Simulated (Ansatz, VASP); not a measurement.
**Two plane-wave programs on TaN**

```
Ta N
1.0
     0.00000    2.23347    2.23347
     2.23347    0.00000    2.23347
     2.23347    2.23347    0.00000
Ta N
1 1
Direct
  0.50000 0.50000 0.50000
  0.00000 0.00000 0.00000
```

Change from the starting cell: strain +0.025 along x and y, +0.025 along z, atoms carried along.

Alike in both runs: task single point; functional r2SCAN; k mesh 18 × 18 × 18; occupations gaussian, width 0.15 eV; no spin polarisation.

|  | VASP | Ansatz |
| --- | --- | --- |
| version | VASP 6.6.1 | Ansatz 0.2.0 |
| potentials or method | VASP PAW PBE potentials, release 64 (Ta_sv_GW, N), cutoff 660 eV | scalar-relativistic, plane waves, PAW |
| valence electrons in the cell | 18 | 18 |

```csv
,VASP,Ansatz,Ansatz less VASP
gap on the k mesh at the Fermi level (eV),none,none,-
pressure (GPa),-15.2,-15.1,+0.08
```

VASP's potentials were made for PBE, not for r2SCAN. A gap of «none» marks a metal or a gap that the smearing closes. With one functional, cell and mesh, what is left measures potentials, basis and numerics.

Spin-orbit coupling is off throughout.
